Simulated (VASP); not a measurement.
# Cd (Fm-3m) in VASP: further runs

The runs below take Cd through single point, with r2SCAN.

All numbers are computed with VASP 6.6.1; they aren't measurements. Logs are shortened: lines on timing, memory, paths and dates and some standing lists are left out, and cuts for length are marked.

## (1) The cell of the first run

It takes space group Fm-3m (No. 225, cubic). The conventional cell has a = 4.474 Å, b = 4.474 Å, c = 4.474 Å, α = 90.00°, β = 90.00°, γ = 90.00°. Within 4.2 Å of Cd (site symmetry m-3m) lie 12 Cd at 3.16 Å.

This isn't the form of Cd at room conditions, which is hcp.

## (2) Single point, r2SCAN

POSCAR

```
Cd
1.0
    0.0000000000      2.2371783765      2.2371783765
    2.2371783765      0.0000000000      2.2371783765
    2.2371783765      2.2371783765      0.0000000000
Cd
1
Direct
    0.0000000000      0.0000000000      0.0000000000
```

INCAR.step1

```
  PREC = Accurate
  ENCUT = 520
  ISMEAR = -1
  SIGMA = 0.1
  LREAL = False
  LASPH = True
  NELM = 80
  NBANDS = 12
  GGA = PE
  ALGO = Normal
  EDIFF = 1E-4
  LWAVE = True
  LCHARG = False
```

INCAR.step2

```
  PREC = Accurate
  ENCUT = 520
  EDIFF = 1E-6
  ISMEAR = -1
  SIGMA = 0.1
  LREAL = False
  LASPH = True
  NELM = 80
  ALGO = Normal
  ISIF = 2
  LWAVE = False
  LCHARG = False
  METAGGA = R2SCAN
  LMIXTAU = True
  NBANDS = 12
  ISTART = 1
```

KPOINTS

```
regular mesh
0
Gamma
  13 13 13
```

Potentials or basis: VASP PAW PBE potentials, release 64 (Cd).

On the command line:

```sh
$ cat potpaw_PBE.64/Cd/POTCAR > POTCAR
$ cp INCAR.step1 INCAR
$ mpirun -np 1 vasp_std > vasp.out
$ cp INCAR.step2 INCAR
$ mpirun -np 1 vasp_std > vasp.out
```

OUTCAR:

```text
PREC = Accurate
   ENCUT = 520
   EDIFF = 1E-6
   ISMEAR = -1
   LREAL = False
   LASPH = True
   NELM = 80
   ISIF = 2
   METAGGA = R2SCAN
   ISTART = 1

 ion  position               nearest neighbor table
   1  0.000  0.000  0.000-

  LATTYP: Found a face centered cubic cell.
 ALAT       =     4.4743567530

  Lattice vectors:

 A1 = (   0.0000000000,   2.2371783765,   2.2371783765)
 A2 = (   2.2371783765,   0.0000000000,   2.2371783765)
 A3 = (   2.2371783765,   2.2371783765,   0.0000000000)

Analysis of symmetry for initial positions (statically):
=====================================================================
 Subroutine PRICEL returns:
 Original cell was already a primitive cell.

 Routine SETGRP: Setting up the symmetry group for a
 face centered cubic supercell.

 Subroutine GETGRP returns: Found 48 space group operations
 (whereof 48 operations were pure point group operations)
 out of a pool of 48 trial point group operations.

The static configuration has the point symmetry O_h .

Analysis of symmetry for dynamics (positions and initial velocities):
=====================================================================
 Subroutine PRICEL returns:
 Original cell was already a primitive cell.

 Routine SETGRP: Setting up the symmetry group for a
 face centered cubic supercell.

 Subroutine GETGRP returns: Found 48 space group operations
 (whereof 48 operations were pure point group operations)
 out of a pool of 48 trial point group operations.

The dynamic configuration has the point symmetry O_h .

 Subroutine INISYM returns: Found 48 space group operations
 (whereof 48 operations are pure point group operations),
 and found     1 'primitive' translations

----------------------------------------------------------------------------------------

                                     Primitive cell

  volume of cell :      22.3940

  direct lattice vectors                    reciprocal lattice vectors
     0.000000000  2.237178377  2.237178377    -0.223495813  0.223495813  0.223495813
     2.237178377  0.000000000  2.237178377     0.223495813 -0.223495813  0.223495813
     2.237178377  2.237178377  0.000000000     0.223495813  0.223495813 -0.223495813

  length of vectors
     3.163848001  3.163848001  3.163848001     0.387106103  0.387106103  0.387106103

  position of ions in fractional coordinates (direct lattice)
     0.000000000  0.000000000  0.000000000

  ion indices of the primitive-cell ions
   primitive index   ion index
                 1           1

----------------------------------------------------------------------------------------

 KPOINTS: regular mesh

Automatic generation of k-mesh.
 Grid dimensions read from file:
 generate k-points for:   13   13   13

 Generating k-lattice:

  Cartesian coordinates                     Fractional coordinates (reciprocal lattice)
    -0.017191986  0.017191986  0.017191986     0.076923077  0.000000000  0.000000000
     0.017191986 -0.017191986  0.017191986     0.000000000  0.076923077  0.000000000
     0.017191986  0.017191986 -0.017191986     0.000000000  0.000000000  0.076923077

  Length of vectors
     0.029777393  0.029777393  0.029777393

  Shift w.r.t. Gamma in fractional coordinates (k-lattice)
     0.000000000  0.000000000  0.000000000

 Subroutine IBZKPT returns following result:
 ===========================================

 Found     84 irreducible k-points:

 Following reciprocal coordinates:
            Coordinates               Weight
  0.000000  0.000000  0.000000      1.000000
  0.076923  0.000000  0.000000      8.000000
  0.153846  0.000000  0.000000      8.000000
  0.230769  0.000000  0.000000      8.000000
  0.307692  0.000000  0.000000      8.000000
  0.384615  0.000000  0.000000      8.000000
[... 16 lines left out ...]
  0.384615  0.153846  0.000000     24.000000
  0.461538  0.153846  0.000000     24.000000
 [... further k-points ...]
   k-points           NKPTS =     84   k-points in BZ     NKDIM =     84   number of bands    NBANDS=     12
   number of dos      NEDOS =    301   number of ions     NIONS =      1
   total plane-waves  NPLWV =  13824
   dimension x,y,z NGX =    24 NGY =   24 NGZ =   24
   dimension x,y,z NGXF=    48 NGYF=   48 NGZF=   48
   ions per type =               1
   NGX,Y,Z   is equivalent  to a cutoff of  12.61, 12.61, 12.61 a.u.
   NGXF,Y,Z  is equivalent  to a cutoff of  25.22, 25.22, 25.22 a.u.
 SYSTEM =  unknown system
   PREC   = accura    normal or accurate (medium, high low for compatibility)
   ISTART =      1    job   : 0-new  1-cont  2-samecut
   ICHARG =      0    charge: 1-file 2-atom 10-const
   ISPIN  =      1    spin polarized calculation?
   LNONCOLLINEAR =      F non collinear calculations
   LSORBIT =      F    spin-orbit coupling
   LASPH  =      T    aspherical Exc in radial PAW
   ENCUT  =  520.0 eV  38.22 Ry    6.18 a.u.   5.88  5.88  5.88*2*pi/ulx,y,z
   NELM   =     80;   NELMIN=  2; NELMDL=  0     # of ELM steps
   EDIFF  = 0.1E-05   stopping-criterion for ELM
   LREAL  =      F    real-space projection
   EDIFFG = 0.1E-04   stopping-criterion for IOM
   NSW    =      0    number of steps for IOM
   IBRION =     -1    ionic relax: 0-MD 1-quasi-New 2-CG
   NFREE  =      0    steps in history (QN), initial steepest desc. (CG)
   ISIF   =      2    stress and relaxation
   ISYM   =      2    0-nonsym 1-usesym 2-fastsym
   POTIM  = 0.5000    time-step for ionic-motion
   TEBEG  =    0.0;   TEEND  =   0.0 temperature during run
   PSTRESS=    0.0 pullay stress
   NELECT =      12.0000    total number of electrons
   NUPDOWN=      -1.0000    fix difference up-down
   EMIN   =  10.00;   EMAX   =-10.00  energy-range for DOS
   EFERMI =   0.00;   METHOD = LEGACY
   ISMEAR =    -1;   SIGMA  =   0.10  broadening in eV -4-tet -1-fermi 0-gaus
   EFERMI_NEDOS =   21; number of points for ismear=-14 and -15
   IALGO  =     38    algorithm
   IMIX   =      4    mixing-type and parameters
     AMIX     =   0.40;   BMIX     =  1.00
     AMIX_MAG =   1.60;   BMIX_MAG =  1.00
  volume/ion in A,a.u.               =      22.39       151.12
  Fermi-wavevector in a.u.,A,eV,Ry     =   1.329713  2.512794 24.056966  1.768137
  Thomas-Fermi vector in A             =   2.458855
   LORBIT       =      0    0 simple, 1 ext, 2 COOP (PROOUT), +10 PAW based schemes
   METAGGA = R2SCAN    functional components
   LHFCALC =     F    Hartree Fock is set to
   AEXX    =    0.0000 exact exchange contribution
   IVDW    =     0    specifies the selected vdW correction
   LEPSILON=     F    determine dielectric tensor
   LRPA    =     F    only Hartree local field effects (RPA)
 non-spin polarized calculation
  energy-cutoff  :      520.00
  volume of cell :       22.39
 maximum number of plane-waves:       620
   NGX = 11   NGY = 11   NGZ = 11

 number of electron      11.9999996 magnetization

 Free energy of the ion-electron system (eV)
  ---------------------------------------------------
  ext. energy  EPLUGINS =         0.00000000
  ---------------------------------------------------
  free energy    TOTEN  =       -20.07946318 eV

  energy without entropy =      -20.06811324  energy(sigma->0) =      -20.07378821

 E-fermi :   2.6269     XC(G=0): -11.6143

 val. band max:        2.6041631653   @ k =  -0.3846   0.3077   0.0000
 cond. band min:       2.6540314679   @ k =  -0.3077   0.3846   0.0769
 fundamental gap:      0.0498683025
 Fermi energy:         2.6268949341

 k-point     1 :       0.0000    0.0000    0.0000
  band No.  band energies     occupation
      1      -6.8998      2.00000
      2      -6.8998      2.00000
      3      -6.8998      2.00000
      4      -6.4633      2.00000
      5      -6.4633      2.00000
      6      -6.3288      2.00000
      7      16.9450      0.00000
      8      18.0604      0.00000
      9      18.0604      0.00000
     10      18.0604      0.00000
     11      21.3045      0.00000
     12      21.3045      0.00000

 k-point     2 :       0.0769    0.0000    0.0000
  band No.  band energies     occupation
      1      -6.9170      2.00000
      2      -6.8759      2.00000
      3      -6.8759      2.00000
      4      -6.4687      2.00000
      5      -6.4687      2.00000
      6      -6.1693      2.00000
      7      15.7604      0.00000
      8      17.2550      0.00000
      9      17.7869      0.00000
     10      17.7869      0.00000
     11      21.7700      0.00000
     12      21.7700      0.00000

 k-point     3 :       0.1538    0.0000    0.0000
  band No.  band energies     occupation
      1      -6.9864      2.00000
      2      -6.8246      2.00000
      3      -6.8246      2.00000
      4      -6.4674      2.00000
      5      -6.4674      2.00000
      6      -5.6662      2.00000
      7      12.7851      0.00000
      8      17.1885      0.00000
      9      17.2336      0.00000
     10      17.2336      0.00000
     11      21.7791      0.00000
     12      22.6057      0.00000

 k-point     4 :       0.2308    0.0000    0.0000
  band No.  band energies     occupation
      1      -7.0980      2.00000
      2      -6.8015      2.00000
      3      -6.8014      2.00000
      4      -6.4124      2.00000
      5      -6.4124      2.00000
      6      -4.8130      2.00000
      7       9.7779      0.00000
      8      16.6690      0.00000
      9      16.6690      0.00000
     10      17.0380      0.00000
     11      21.3778      0.00000
     12      21.6057      0.00000

 k-point     5 :       0.3077    0.0000    0.0000
  band No.  band energies     occupation
      1      -7.2189      2.00000
      2      -6.8275      2.00000
      3      -6.8275      2.00000
      4      -6.2983      2.00000
      5      -6.2983      2.00000
      6      -3.6233      2.00000
      7       6.9294      0.00000
      8      16.1815      0.00000
      9      16.1815      0.00000
     10      16.7359      0.00000
     11      20.5222      0.00000
     12      20.5222      0.00000
[... 228 lines left out ...]
      1      -7.0980      2.00000
      2      -6.7501      2.00000
      3      -6.6711      2.00000
      4      -6.6611      2.00000
      5      -6.3427      2.00000
      6      -4.8158      2.00000
      7      12.1831      0.00000
      8      13.9481      0.00000
      9      15.4711      0.00000
     10      16.6469      0.00000
     11      17.2292      0.00000
     12      24.1163      0.00000

 k-point    22 :       0.3077    0.1538    0.0000
  band No.  band energies     occupation
      1      -7.1528      2.00000
      2      -6.8135      2.00000
      3      -6.6475      2.00000
      4      -6.6242      2.00000
      5      -6.2491      2.00000
      6      -3.8408      2.00000
      7       9.2605      0.00000
      8      13.3850      0.00000
      9      14.8801      0.00000
     10      15.3146      0.00000
     11      19.1385      0.00000
     12      23.6028      0.00000

 k-point    23 :       0.3846    0.1538    0.0000
  band No.  band energies     occupation
      1      -7.2084      2.00000
      2      -6.8725      2.00000
      3      -6.6775      2.00000
      4      -6.5406      2.00000
      5      -6.1474      2.00000
      6      -2.5366      2.00000
      7       6.5066      0.00000
      8      13.1400      0.00000
      9      13.5103      0.00000
     10      15.1316      0.00000
     11      21.3159      0.00000
     12      23.0724      0.00000

 k-point    24 :       0.4615    0.1538    0.0000
  band No.  band energies     occupation
      1      -7.2445      2.00000
      2      -6.9221      2.00000
      3      -6.7172      2.00000
      4      -6.4367      2.00000
      5      -6.0911      2.00000
      6      -0.9233      2.00000
      7       3.9830      0.00000
      8      12.3673      0.00000
      9      13.2425      0.00000
     10      15.1471      0.00000
     11      22.4987      0.00000
     12      22.5071      0.00000

 [... further k-points ...]
[... 5 lines left out ...]
  --------------------------------------------------------------------------------------
  -------------------------------------------------------------------------------------
  Total       -0.1722490     -0.1722490     -0.1722490      0.0000000      0.0000000     -0.0000000
  in kB      -12.3235368    -12.3235368    -12.3235368      0.0000000      0.0000000     -0.0000000
  external PRESSURE =     -12.3235368 kB  Pullay stress =       0.0000000 kB

 VOLUME and BASIS-vectors are now :
 -----------------------------------------------------------------------------
  energy-cutoff  :      520.00
  volume of cell :       22.39
      direct lattice vectors                 reciprocal lattice vectors
     0.000000000  2.237178377  2.237178377    -0.223495813  0.223495813  0.223495813
     2.237178377  0.000000000  2.237178377     0.223495813 -0.223495813  0.223495813
     2.237178377  2.237178377  0.000000000     0.223495813  0.223495813 -0.223495813

 POSITION                                       TOTAL-FORCE (eV/Angst)
 -----------------------------------------------------------------------------------
      0.00000      0.00000      0.00000         0.000000      0.000000      0.000000
 -----------------------------------------------------------------------------------
    total drift:                               -0.000000      0.000000     -0.000000

  FREE ENERGIE OF THE ION-ELECTRON SYSTEM (eV)
  ---------------------------------------------------
  free  energy   TOTEN  =       -20.0794631813 eV

  energy  without entropy=      -20.0681132367  energy(sigma->0) =      -20.07378821
```

Wall time 40 s (1 thread of Intel Xeon Platinum 8488C (Sapphire Rapids), shared host); peak memory 0.15 GiB.

What came out:

```
Free energy            : -20.0795 eV
Pressure               : -1.2 GPa
Band gap on the k mesh : zero (bands 6 and 7 overlap by 2.23 eV)
```

Caveat: the PAW data sets were made with another functional, which shifts forces and pressure a little.

## (3) Single point, r2SCAN

This run uses another cell than the first one, of 23.08 Å³/atom.

POSCAR

```
Cd
1.0
    0.0000000000      2.2597776675      2.2597776675
    2.2597776675      0.0000000000      2.2597776675
    2.2597776675      2.2597776675      0.0000000000
Cd
1
Direct
    0.0000000000      0.0000000000      0.0000000000
```

INCAR.step1

```
SYSTEM = Cd
PREC = Accurate
ENCUT = 520
ISMEAR = -1
SIGMA = 0.1
LREAL = .FALSE.
LASPH = .TRUE.
NELM = 100
NBANDS = 12
GGA = PE
ALGO = Normal
EDIFF = 1E-4
LWAVE = .TRUE.
LCHARG = .FALSE.
```

INCAR.step2

```
SYSTEM = Cd
PREC = Accurate
ENCUT = 520
EDIFF = 1E-7
ISMEAR = -1
SIGMA = 0.1
LREAL = .FALSE.
LASPH = .TRUE.
NELM = 100
ALGO = Normal
ISIF = 2
LWAVE = .FALSE.
LCHARG = .FALSE.
METAGGA = R2SCAN
LMIXTAU = .TRUE.
NBANDS = 12
ISTART = 1
```

KPOINTS

```
regular mesh
0
G
  13 13 13
  0 0 0
```

Potentials or basis: VASP PAW PBE potentials, release 64 (Cd).

On the command line:

```sh
$ cat potpaw_PBE.64/Cd/POTCAR > POTCAR
$ cp INCAR.step1 INCAR
$ mpirun -np 1 vasp_std > vasp.out
$ cp INCAR.step2 INCAR
$ mpirun -np 1 vasp_std > vasp.out
```

Run time: 44 s. Hardware: 1 thread of Intel Xeon Platinum 8488C (Sapphire Rapids), shared host; peak memory 0.15 GiB.

It converged, with:

| Property | Result |
| --- | --- |
| Free energy | -20.0715 eV |
| Pressure | -2.5 GPa |
| Band gap on the k mesh | zero (bands 6 and 7 overlap by 2.27 eV) |

Levels at points of the mesh, in eV from the Fermi level:
```
           k point  band 2  band 3  band 4  band 5  band 6  band 7  band 8  band 9  band 10  band 11
(0.00, 0.00, 0.00)   -9.45   -9.45   -9.04   -9.04   -8.73   14.20   15.12   15.12    15.12    18.33
```

Caveat: the PAW data sets were made with another functional, which shifts forces and pressure a little.

(Part 1 of 2 ends here.)

The gap in the log of VASP goes by the Fermi energy; the results here count the filled bands.